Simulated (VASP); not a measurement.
Wanted: the native input for a VASP 6.6.1 run.

```
Task                            : G0W0 quasiparticle levels
Functional                      : PBE
Potentials or basis             : VASP PAW PBE potentials, release 64 (B_GW, N_GW)
Cutoff                          : 500 eV
k mesh                          : 10 × 10 × 10
Occupations                     : gaussian, width 0.01 eV
Spin                            : no spin polarisation
Dipole correction               : no
GW scheme                       : G0W0
GW iterations                   : 1
Cutoff of the response function : 80
Frequency points                : 48
Empty bands                     : 30
Further INCAR settings          : ALGO = EVGW0; EDIFF = 1e-08; NBANDS = 34
```

Crystal: BN.

```xyz
2
Lattice="0.0000 1.8048 1.8048 1.8048 0.0000 1.8048 1.8048 1.8048 0.0000" Properties=species:S:1:pos:R:3 pbc="T T T"
B     0.0000    0.0000    0.0000
N     0.9024    0.9024    0.9024
```

These files were run (other wordings do the same):

POSCAR

```
BN
1.0
    0.0000000000      1.8048254679      1.8048254679
    1.8048254679      0.0000000000      1.8048254679
    1.8048254679      1.8048254679      0.0000000000
B N
1 1
Direct
    0.0000000000      0.0000000000      0.0000000000
    0.2500000000      0.2500000000      0.2500000000
```

INCAR.step1

```
SYSTEM = BN
PREC = Accurate ; ENCUT = 500
EDIFF = 1E-8 ; ISMEAR = 0
SIGMA = 0.01 ; LREAL = .FALSE.
LASPH = .TRUE. ; NELM = 80
ALGO = Normal ; LWAVE = .TRUE.
LCHARG = .FALSE. ; GGA = PE
```

INCAR.step2

```
SYSTEM = BN
PREC = Accurate ; ENCUT = 500
EDIFF = 1E-8 ; ISMEAR = 0
SIGMA = 0.01 ; LREAL = .FALSE.
LASPH = .TRUE. ; NELM = 1
ALGO = Exact ; LWAVE = .TRUE.
LCHARG = .FALSE. ; GGA = PE
NBANDS = 34 ; LOPTICS = .TRUE.
ISTART = 1
```

INCAR.step3

```
SYSTEM = BN
PREC = Accurate ; ENCUT = 500
EDIFF = 1E-8 ; ISMEAR = 0
SIGMA = 0.01 ; LREAL = .FALSE.
LASPH = .TRUE. ; ALGO = EVGW0
LWAVE = .FALSE. ; LCHARG = .FALSE.
GGA = PE ; NELMGW = 1
NBANDS = 34 ; ENCUTGW = 80.0
NOMEGA = 48 ; PRECFOCK = Fast
ISTART = 1 ; NBANDSGW = 12
```

KPOINTS

```
regular mesh
0
G
  10 10 10
  0 0 0
```

Potentials or basis: VASP PAW PBE potentials, release 64 (B_GW, N_GW).

Launch:

```bash
$ cat potpaw_PBE.64/B_GW/POTCAR potpaw_PBE.64/N_GW/POTCAR > POTCAR
$ cp INCAR.step1 INCAR
$ mpirun -np 1 vasp_std > vasp.out
$ cp INCAR.step2 INCAR
$ mpirun -np 1 vasp_std > vasp.out
$ cp INCAR.step3 INCAR
$ mpirun -np 1 vasp_std > vasp.out
```

Results of the run:

* Quasiparticle gap: 5.62 eV
* Least direct quasiparticle gap: 10.77 eV
* Band gap of the starting levels on the mesh: 4.47 eV
* Least direct gap of the starting levels on the mesh: 8.84 eV

Caveat: bands, screening cutoff and mesh are small and nothing is extrapolated, so the quasiparticle values aren't converged.

Wall time 4.1 min on 1 thread of Intel(R) Xeon(R) 6975P-C (Granite Rapids) (shared host), peak memory 0.63 GiB.
